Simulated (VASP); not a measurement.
Write the native input for VASP 6.6.1 that does the following.

```yaml
Task: relaxation of cell and atoms
Functional: PBE
Potentials_or_basis: VASP PAW PBE potentials, release 64 (Zr_sv, Nb_sv, Ge_d)
Cutoff: 600 eV
k_mesh: 6 × 6 × 4
Occupations: gaussian, width 0.1 eV
Spin: no spin polarisation
Dipole_correction: no
Further_INCAR_settings: ALGO = Normal; EDIFF = 1e-07; IBRION = 2; EDIFFG = -0.04; NSW = 90; ISIF = 3
```

The structure of ZrNbGe2 lies in POSCAR:

```
ZrNbGe2
1.0
    3.7086829800      0.0000000000      0.0000000000
   -1.8543414900      3.2118136800      0.0000000000
    0.0000000000      0.0000000000      6.7592779000
Zr Nb Ge
1 1 2
Direct
    0.0000000000      0.0000000000      0.1253528600
    0.0000000000      0.0000000000      0.5991017600
    0.3333333300      0.6666666700      0.9206256600
    0.6666666700      0.3333333300      0.9206256600
```

The cell was built from a structure type or drawn by symmetry, and may not be a known phase.

These files were run (other wordings do the same):

INCAR

```
  PREC = Accurate
  ENCUT = 600
  EDIFF = 1E-7
  ISMEAR = 0
  SIGMA = 0.1
  LREAL = F
  LASPH = T
  NELM = 60
  ALGO = Normal
  ISIF = 3
  LWAVE = F
  LCHARG = F
  GGA = PE
  IBRION = 2
  NSW = 90
  EDIFFG = -0.04
```

KPOINTS

```
regular mesh
0
Gamma
  6 6 4
```

Potentials or basis: VASP PAW PBE potentials, release 64 (Zr_sv, Nb_sv, Ge_d).

Run with:

```sh
$ cat potpaw_PBE.64/Zr_sv/POTCAR potpaw_PBE.64/Nb_sv/POTCAR potpaw_PBE.64/Ge_d/POTCAR > POTCAR
$ mpirun -np 1 vasp_std > vasp.out
```

Results of the run:

| Property | Result |
| --- | --- |
| Relaxed volume | 24.03 Å³/atom |
| Relaxed cell | a = 4.444 Å, b = 4.444 Å, c = 5.620 Å, α = 90.00°, β = 90.00°, γ = 120.00° |
| Space group after relaxing (to 0.1 Å) | P6mm (No. 183) |
| Energy gained by relaxing | 1050.1 meV/atom |
| Ionic steps | 28 |
| Pressure after relaxing | 0.0 GPa |
| Largest force after relaxing | 0.024 eV/Å |
| Band gap on the k mesh | zero (an odd number of electrons rules out a gap without spin polarisation) |

Caveat: the volume moved by over 15 % at a fixed basis, so the end points are rough.

Wall time 41 min on 1 thread of Intel Xeon 8259CL, on a shared host, peak memory 0.27 GiB.
